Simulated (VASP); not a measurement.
Runs of VASP 6.6.1 on Ta. The structure is that of space group Im-3m (No. 229), or close to it. The cells are those of the table. 

```tsv
cell	gap on the mesh (eV)	pressure (GPa)
a = 2.856 Å, angles 109.5°, 1 atom	none	(b)
a = 2.884 Å, angles 109.5°, 1 atom	none	(a)
a = 2.826 Å, angles 109.5°, 1 atom	none	9.1
a = 2.913 Å, angles 109.5°, 1 atom	none	-9.2
a = 2.796 Å, angles 109.5°, 1 atom	none	17.3
```

Alike in all rows: task single point; level r2SCAN; potentials or basis VASP PAW PBE potentials, release 64 (Ta_pv); no spin polarisation; k mesh 14 × 14 × 14; cutoff (eV) 520; smearing fermi-dirac 0.1 eV.

Question: Estimate the missing entries.

Answer: (a) -4.0; (b) 2.0.

Caveats: the PAW data sets were made with another functional, which shifts forces and pressure a little; spin-orbit coupling is left out, which moves the levels of the heavy elements; the cell stands under tension (at least some runs); the cell stands under pressure (at least some runs).

A k mesh can miss the band edges, and the runs leave out spin-orbit coupling on Ta.

A gap of «none» marks levels without a gap at the run's occupations.
